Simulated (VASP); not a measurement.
Input of a VASP 6.6.1 run:

The input INCAR:

```
SYSTEM = VH
  ALGO = Normal
  EDIFF = 1E-6
  ENCUT = 500
  GGA = PS
  GGA_COMPAT = .FALSE.
  ISIF = 2
  ISMEAR = 1
  ISPIN = 2
  LASPH = .TRUE.
  LCHARG = .FALSE.
  LMAXMIX = 4
  LORBIT = 11
  LREAL = .FALSE.
  LWAVE = .FALSE.
  MAGMOM = 2 0
  NBANDS = 18
  NELM = 200
  PREC = Accurate
  SIGMA = 0.2
```

The input KPOINTS:

```
k-points
0
G
  5 5 5
  0 0 0
```

POSCAR

```
VH
1.0
    0.0000000000      1.9637535000      1.9637535000
    1.9637535000      0.0000000000      1.9637535000
    1.9637535000      1.9637535000      0.0000000000
V H
1 1
Direct
    0.0000000000      0.0000000000      0.0000000000
    0.5000000000      0.5000000000      0.5000000000
```

Potentials or basis: VASP PAW PBE potentials, release 64 (V_sv, H).

The run is started by

```sh
$ cat potpaw_PBE.64/V_sv/POTCAR potpaw_PBE.64/H/POTCAR > POTCAR
$ mpirun -np 1 vasp_std > vasp.out
```

Question: Predict the net moment.

Answer: -0.26 μB per cell.

Question: Predict the site moments.

Answer: V -0.23; H +0.00 μB.

Question: What does it give for the pressure?

Answer: -4.1 GPa.

Caveat: the k points lie up to 0.55 Å⁻¹ apart; a moment this small can come from the mesh or the smearing; the PAW data sets were made with another functional, which shifts forces and pressure a little.
